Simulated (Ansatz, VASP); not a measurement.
**ZnO: VASP beside Ansatz**

Contents of INCAR:

```
PREC = Accurate ; ENCUT = 520
EDIFF = 1E-7 ; ISMEAR = 0
SIGMA = 0.01 ; LREAL = False
LASPH = True ; NELM = 60
ALGO = Normal ; ISIF = 2
LWAVE = False ; LCHARG = False
GGA = PE ; NBANDS = 26
```

File KPOINTS:

```
regular mesh
0
Gamma
  9 9 6
```

The input POSCAR:

```
ZnO
1.0
    3.2498000000      0.0000000000      0.0000000000
   -1.6249000000      2.8144093572      0.0000000000
    0.0000000000      0.0000000000      5.2066000000
Zn O
2 2
Direct
    0.3333333333      0.6666666667      0.0000000000
    0.6666666667      0.3333333333      0.5000000000
    0.3333333333      0.6666666667      0.3819000000
    0.6666666667      0.3333333333      0.8819000000
```

Input for Ansatz:

```yaml
crystal:
  lattice:
    - [3.2498, 0.0, 0.0]
    - [-1.6249, 2.8144093572, 0.0]
    - [0.0, 0.0, 5.2066]
  atoms:
    - { symbol: Zn, position: [0.3333333333, 0.6666666667, 0.0] }
    - { symbol: Zn, position: [0.6666666667, 0.3333333333, 0.5] }
    - { symbol: O, position: [0.3333333333, 0.6666666667, 0.3819] }
    - { symbol: O, position: [0.6666666667, 0.3333333333, 0.8819] }
scf:
  occupations: { method: fixed }
output:
  eigenvalues: true
  write_density: true
  write_potential: true
  elf: true
  volumetric_format: npy
hamiltonian:
  xc: pbe
kpoints:
  mp_grid: { grid: [9, 9, 6] }
```

Alike in both runs: task single point; functional PBE; k mesh 9 × 9 × 6; no spin polarisation.

|  | VASP | Ansatz |
| --- | --- | --- |
| version | VASP 6.6.1 | Ansatz 0.2.0 |
| potentials or method | VASP PAW PBE potentials, release 64 (Zn, O) | scalar-relativistic, plane waves, PAW |
| plane-wave cutoff (eV) | 520 | 420 |
| occupations | gaussian, width 0.01 eV | fixed |
| valence electrons in the cell | 36 | 36 |

VASP gave:

| Quantity | Value |
| --- | --- |
| gap on the k mesh at the Fermi level (eV) | 0.79 |
| least direct gap on the mesh (eV) | 0.79 |

Task: What did Ansatz give for the same quantities?

Result: gap on the k mesh at the Fermi level (eV): 0.80; least direct gap on the mesh (eV): 0.80.
